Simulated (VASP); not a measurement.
# Al2Cu (Pm) in VASP: further runs, part 2 of 3

VASP 6.6.1. Earlier steps stand in the parts before.

## 3. Single point, PBEsol (atoms displaced along several vibrational modes)

INCAR reads:

```
SYSTEM = Al2Cu
ALGO = Fast
EDIFF = 1E-6
ENCUT = 520
GGA = PS
ISIF = 2
ISMEAR = 0
LASPH = .TRUE.
LCHARG = .TRUE.
LELF = .TRUE.
LREAL = .FALSE.
LVHAR = .TRUE.
LWAVE = .FALSE.
NBANDS = 16
NELM = 100
PREC = Accurate
SIGMA = 0.15
```

KPOINTS reads:

```
k-points
0
G
  10 10 14
  0 0 0
```

POSCAR reads:

```
Al2Cu
1.0
    4.0842078946      0.0000000000      0.0000000000
    0.0000000000      4.0842078946      0.0000000000
    0.0000000000      0.0000000000      2.8458943809
Al Cu
2 1
Direct
    0.5024873978      0.0025990588      0.5000000000
   -0.0363105904      0.4889084980      0.5000000000
    0.0143612780      0.0036058789      0.0000000000
```

Potentials or basis: VASP PAW PBE potentials, release 64 (Al, Cu).

Run with:

```console
cat potpaw_PBE.64/Al/POTCAR potpaw_PBE.64/Cu/POTCAR > POTCAR
mpirun -np 1 vasp_std > vasp.out
```

OUTCAR:

```text
SYSTEM = Al2Cu
   EDIFF = 1E-6
   ENCUT = 520
   GGA = PS
   ISIF = 2
   ISMEAR = 0
   LASPH = .TRUE.
   LREAL = .FALSE.
   NELM = 100
   PREC = Accurate

 ion  position               nearest neighbor table
   1  0.502  0.003  0.500-   3 2.45   3 2.45   3 2.53   3 2.53   2 2.74   2 2.82   2 2.96   2 3.04

   2  0.964  0.489  0.500-   3 2.45   3 2.45   3 2.55   3 2.55   1 2.74   1 2.82   1 2.96   1 3.04

   3  0.014  0.004  0.000-   2 2.45   2 2.45   1 2.45   1 2.45   1 2.53   1 2.53   2 2.55   2 2.55

  LATTYP: Found a simple tetragonal cell.
 ALAT       =     4.0842078946
 C/A-ratio  =     0.6968044856

  Lattice vectors:

 A1 = (   4.0842078946,   0.0000000000,   0.0000000000)
 A2 = (   0.0000000000,   4.0842078946,   0.0000000000)
 A3 = (   0.0000000000,   0.0000000000,   2.8458943809)

Analysis of symmetry for initial positions (statically):
=====================================================================
 Subroutine PRICEL returns:
 Original cell was already a primitive cell.

 Routine SETGRP: Setting up the symmetry group for a
 simple tetragonal supercell.

 Subroutine GETGRP returns: Found  2 space group operations
 (whereof  2 operations were pure point group operations)
 out of a pool of 16 trial point group operations.

The static configuration has the point symmetry C_1h.

Analysis of symmetry for dynamics (positions and initial velocities):
=====================================================================
 Subroutine PRICEL returns:
 Original cell was already a primitive cell.

 Routine SETGRP: Setting up the symmetry group for a
 simple tetragonal supercell.

 Subroutine GETGRP returns: Found  2 space group operations
 (whereof  2 operations were pure point group operations)
 out of a pool of 16 trial point group operations.

The dynamic configuration has the point symmetry C_1h.

 Subroutine INISYM returns: Found  2 space group operations
 (whereof  2 operations are pure point group operations),
 and found     1 'primitive' translations

----------------------------------------------------------------------------------------

                                     Primitive cell

  volume of cell :      47.4717

  direct lattice vectors                    reciprocal lattice vectors
     4.084207895  0.000000000  0.000000000     0.244845519  0.000000000  0.000000000
     0.000000000  4.084207895  0.000000000     0.000000000  0.244845519  0.000000000
     0.000000000  0.000000000  2.845894381     0.000000000  0.000000000  0.351383385

  length of vectors
     4.084207895  4.084207895  2.845894381     0.244845519  0.244845519  0.351383385

  position of ions in fractional coordinates (direct lattice)
     0.502487398  0.002599059  0.500000000
     0.963689410  0.488908498  0.500000000
     0.014361278  0.003605879  0.000000000

  ion indices of the primitive-cell ions
   primitive index   ion index
                 1           1
                 2           2
                 3           3

----------------------------------------------------------------------------------------

 KPOINTS: k-points

Automatic generation of k-mesh.
 Grid dimensions read from file:
 generate k-points for:   10   10   14

 Generating k-lattice:

  Cartesian coordinates                     Fractional coordinates (reciprocal lattice)
     0.024484552  0.000000000  0.000000000     0.100000000  0.000000000  0.000000000
     0.000000000  0.024484552  0.000000000     0.000000000  0.100000000  0.000000000
     0.000000000  0.000000000  0.025098813     0.000000000  0.000000000  0.071428571

  Length of vectors
     0.024484552  0.024484552  0.025098813

  Shift w.r.t. Gamma in fractional coordinates (k-lattice)
     0.000000000  0.000000000  0.000000000

 Subroutine IBZKPT returns following result:
 ===========================================

 Found    416 irreducible k-points:

 Following reciprocal coordinates:
            Coordinates               Weight
  0.000000  0.000000  0.000000      1.000000
  0.100000  0.000000  0.000000      2.000000
  0.000000  0.100000  0.000000      2.000000
  0.200000  0.000000  0.000000      2.000000
  0.000000  0.200000  0.000000      2.000000
  0.300000  0.000000  0.000000      2.000000
[... 16 lines left out ...]
 -0.100000  0.400000  0.000000      2.000000
 -0.400000  0.100000  0.000000      2.000000
 [... further k-points ...]
   k-points           NKPTS =    416   k-points in BZ     NKDIM =    416   number of bands    NBANDS=     16
   number of dos      NEDOS =    301   number of ions     NIONS =      3
   total plane-waves  NPLWV =  21600
   dimension x,y,z NGX =    30 NGY =   30 NGZ =   24
   dimension x,y,z NGXF=    60 NGYF=   60 NGZF=   48
   ions per type =               2   1
   NGX,Y,Z   is equivalent  to a cutoff of  12.21, 12.21, 14.02 a.u.
   NGXF,Y,Z  is equivalent  to a cutoff of  24.42, 24.42, 28.04 a.u.
 SYSTEM =  Al2Cu
   PREC   = accura    normal or accurate (medium, high low for compatibility)
   ISTART =      0    job   : 0-new  1-cont  2-samecut
   ICHARG =      2    charge: 1-file 2-atom 10-const
   ISPIN  =      1    spin polarized calculation?
   LNONCOLLINEAR =      F non collinear calculations
   LSORBIT =      F    spin-orbit coupling
   LASPH  =      T    aspherical Exc in radial PAW
   ENCUT  =  520.0 eV  38.22 Ry    6.18 a.u.   7.59  7.59  5.29*2*pi/ulx,y,z
   NELM   =    100;   NELMIN=  2; NELMDL= -5     # of ELM steps
   EDIFF  = 0.1E-05   stopping-criterion for ELM
   LREAL  =      F    real-space projection
   EDIFFG = 0.1E-04   stopping-criterion for IOM
   NSW    =      0    number of steps for IOM
   IBRION =     -1    ionic relax: 0-MD 1-quasi-New 2-CG
   NFREE  =      0    steps in history (QN), initial steepest desc. (CG)
   ISIF   =      2    stress and relaxation
   ISYM   =      2    0-nonsym 1-usesym 2-fastsym
   POTIM  = 0.5000    time-step for ionic-motion
   TEBEG  =    0.0;   TEEND  =   0.0 temperature during run
   PSTRESS=    0.0 pullay stress
   NELECT =      17.0000    total number of electrons
   NUPDOWN=      -1.0000    fix difference up-down
   EMIN   =  10.00;   EMAX   =-10.00  energy-range for DOS
   EFERMI =   0.00;   METHOD = LEGACY
   ISMEAR =     0;   SIGMA  =   0.15  broadening in eV -4-tet -1-fermi 0-gaus
   EFERMI_NEDOS =   21; number of points for ismear=-14 and -15
   IALGO  =     68    algorithm
   IMIX   =      4    mixing-type and parameters
     AMIX     =   0.40;   BMIX     =  1.00
     AMIX_MAG =   1.60;   BMIX_MAG =  1.00
  volume/ion in A,a.u.               =      15.82       106.78
  Fermi-wavevector in a.u.,A,eV,Ry     =   1.162554  2.196908 18.388694  1.351531
  Thomas-Fermi vector in A             =   2.299113
   LORBIT       =      0    0 simple, 1 ext, 2 COOP (PROOUT), +10 PAW based schemes
   GGA     = PS    functional components
   LHFCALC =     F    Hartree Fock is set to
   AEXX    =    0.0000 exact exchange contribution
   IVDW    =     0    specifies the selected vdW correction
   LEPSILON=     F    determine dielectric tensor
   LRPA    =     F    only Hartree local field effects (RPA)
 non-spin polarized calculation
 RMM-DIIS sequential band-by-band and
 Gauss-broadening in eV      SIGMA  =   0.15
  energy-cutoff  :      520.00
  volume of cell :       47.47
 maximum number of plane-waves:      1294
   NGX = 15   NGY = 15   NGZ = 11

 number of electron      16.9999991 magnetization

 Free energy of the ion-electron system (eV)
  ---------------------------------------------------
  ext. energy  EPLUGINS =         0.00000000
  ---------------------------------------------------
  free energy    TOTEN  =       -12.52168562 eV

  energy without entropy =      -12.51145640  energy(sigma->0) =      -12.51657101

 E-fermi :   7.3090     XC(G=0): -10.5922

 val. band max:        7.2930349300   @ k =   0.0000   0.0000   0.0714
 cond. band min:       7.3152770589   @ k =  -0.4000   0.4000   0.4286
 fundamental gap:      0.0222421289
 Fermi energy:         7.3090150233

 k-point     1 :       0.0000    0.0000    0.0000
  band No.  band energies     occupation
      1      -3.3780      2.00000
      2       1.8049      2.00000
      3       2.2955      2.00000
      4       2.9754      2.00000
      5       3.2006      2.00000
      6       3.2218      2.00000
[... 433 lines left out ...]
      3       2.2137      2.00000
      4       2.7270      2.00000
      5       2.9422      2.00000
      6       3.1757      2.00000
[... 8 lines left out ...]
     15      17.3487      0.00000
     16      19.1558      0.00000

 [... further k-points ...]

------------------------ aborting loop because EDIFF is reached ----------------------------------------

  FORCE on cell =-STRESS in cart. coord.  units (eV):
  Direction    XX          YY          ZZ          XY          YZ          ZX
  --------------------------------------------------------------------------------------
  -------------------------------------------------------------------------------------
  Total        0.2466803      0.1376898      0.0357975      0.0717009      0.0000000      0.0000000
  in kB        8.3255064      4.6470543      1.2081711      2.4199178      0.0000000      0.0000000
  external PRESSURE =       4.7269106 kB  Pullay stress =       0.0000000 kB

 VOLUME and BASIS-vectors are now :
 -----------------------------------------------------------------------------
  energy-cutoff  :      520.00
  volume of cell :       47.47
      direct lattice vectors                 reciprocal lattice vectors
     4.084207895  0.000000000  0.000000000     0.244845519  0.000000000  0.000000000
     0.000000000  4.084207895  0.000000000     0.000000000  0.244845519  0.000000000
     0.000000000  0.000000000  2.845894381     0.000000000  0.000000000  0.351383385

 POSITION                                       TOTAL-FORCE (eV/Angst)
 -----------------------------------------------------------------------------------
      2.05226      0.01062      1.42295        -0.034795     -0.149611      0.000000
      3.93591      1.99680      1.42295         0.342381      0.565758      0.000000
      0.05865      0.01473      0.00000        -0.307586     -0.416147      0.000000
 -----------------------------------------------------------------------------------
    total drift:                               -0.000766      0.000943      0.000003

  FREE ENERGIE OF THE ION-ELECTRON SYSTEM (eV)
  ---------------------------------------------------
  free  energy   TOTEN  =       -12.5216856206 eV

  energy  without entropy=      -12.5114564036  energy(sigma->0) =      -12.51657101
```

OSZICAR:

```text
N       E                     dE             d eps       ncg     rms          rms(c)
DAV:   1     0.611228240768E+02    0.61123E+02   -0.68775E+03 13384   0.112E+03
DAV:   2    -0.122019624095E+02   -0.73325E+02   -0.65125E+02 14144   0.204E+02
DAV:   3    -0.148524088070E+02   -0.26504E+01   -0.25885E+01 17960   0.433E+01
DAV:   4    -0.149115629283E+02   -0.59154E-01   -0.59133E-01 15936   0.552E+00
DAV:   5    -0.149145685963E+02   -0.30057E-02   -0.30056E-02 21088   0.140E+00    0.145E+01
RMM:   6    -0.166858929633E+02   -0.17713E+01   -0.36122E+01 16722   0.925E+01    0.123E+01
RMM:   7    -0.126061866246E+02    0.40797E+01   -0.99288E+00 15130   0.517E+01    0.149E+00
RMM:   8    -0.125306132190E+02    0.75573E-01   -0.88331E-01 14448   0.147E+01    0.138E+00
RMM:   9    -0.125208510562E+02    0.97622E-02   -0.10588E-01 15955   0.421E+00    0.425E-01
RMM:  10    -0.125231555689E+02   -0.23045E-02   -0.42931E-02 17209   0.269E+00    0.427E-01
RMM:  11    -0.125212532931E+02    0.19023E-02   -0.13233E-02 17392   0.153E+00    0.915E-02
RMM:  12    -0.125216274904E+02   -0.37420E-03   -0.41263E-03 19131   0.590E-01    0.626E-02
RMM:  13    -0.125218816409E+02   -0.25415E-03   -0.13344E-03 17017   0.484E-01    0.109E-01
RMM:  14    -0.125216608860E+02    0.22075E-03   -0.55044E-04 16464   0.326E-01    0.180E-02
RMM:  15    -0.125216847397E+02   -0.23854E-04   -0.24200E-04 19829   0.104E-01    0.233E-02
RMM:  16    -0.125216944551E+02   -0.97154E-05   -0.28513E-05 18543   0.527E-02    0.400E-02
RMM:  17    -0.125216851311E+02    0.93240E-05   -0.36487E-05 16388   0.956E-02    0.143E-02
RMM:  18    -0.125216856206E+02   -0.48947E-06   -0.49449E-06 13443   0.181E-02
   1 F= -.12521686E+02 E0= -.12516571E+02  d E =-.102292E-01
```

stdout:

```text
POSCAR found type information on POSCAR AlCu
 POSCAR found :  2 types and       3 ions
 scaLAPACK will be used
 -----------------------------------------------------------------------------
|                                                                             |
|                                                                             |
|     You enforced a specific xc type in the INCAR file but a different       |
|     I HOPE YOU KNOW WHAT YOU ARE DOING!                                     |
|                                                                             |
 -----------------------------------------------------------------------------

 LDA part: xc-table for (Slater+PW92), standard interpolation
 POSCAR, INCAR and KPOINTS ok, starting setup
 FFT: planning ... GRIDC
 FFT: planning ... GRID_SOFT
 FFT: planning ... GRID
 WAVECAR not read
 entering main loop
```

Run time: 8.8 min. Hardware: 1 thread of Intel Xeon 8259CL, shared host; peak memory 0.4 GiB.

Results:

| Quantity | Value |
| --- | --- |
| Free energy | -12.5217 eV |
| Pressure | 0.5 GPa |
| Largest force | 0.661 eV/Å |
| Band gap on the k mesh | zero (an odd number of electrons rules out a gap without spin polarisation) |

Forces in eV/Å, atoms in the order of the input:
```
Al  -0.035 -0.150  0.000
Al   0.342  0.566  0.000
Cu  -0.308 -0.416  0.000
```

Caveat: the cell differs from its parent crystal (atoms displaced along several vibrational modes); the PAW data sets were made with another functional, which shifts forces and pressure a little.

(Part 2 of 3 ends here.)

The gap in the log of VASP goes by the Fermi energy; the results here count the filled bands.